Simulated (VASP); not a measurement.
The system is CdS (pbe).

```xyz
4
Lattice="4.1963 0.0000 0.0000 -2.0982 3.6341 0.0000 0.0000 0.0000 6.8304" Properties=species:S:1:pos:R:3 pbc="T T T"
Cd    0.0000    2.4227   -0.3147
Cd    2.0982    1.2114    3.1006
S     0.0000    2.4227    2.8897
S     2.0982    1.2114    6.3049
```

Base run:

| Quantity | Value |
| --- | --- |
| Program | VASP 6.6.1 |
| Functional | PBE |
| Potentials or basis | VASP PAW PBE potentials, release 64 (Cd, S) |
| Cutoff | 520 eV |
| k mesh | 9 × 9 × 4 |
| Occupations | gaussian, width 0.01 eV |
| Spin | no spin polarisation |

Its results: band gap on the k mesh 1.36 eV, direct; pressure 3.4 GPa; largest force 0.380 eV/Å.

Question: The run is repeated on the same cell with these changes: potentials or basis from VASP PAW PBE potentials, release 64 (Cd, S) to VASP PAW PBE potentials, release 64 (Cd_sv_GW, S); cutoff from 520 eV to 540 eV; further incar settings from ALGO = Normal; EDIFF = 1e-07; NBANDS = 26 to ALGO = Normal; EDIFF = 1e-06; NBANDS = 34; valence electrons from 36 to 52. What comes out?

Answer: Band gap on the k mesh 1.35 eV, direct; pressure 2.0 GPa; largest force 0.367 eV/Å.

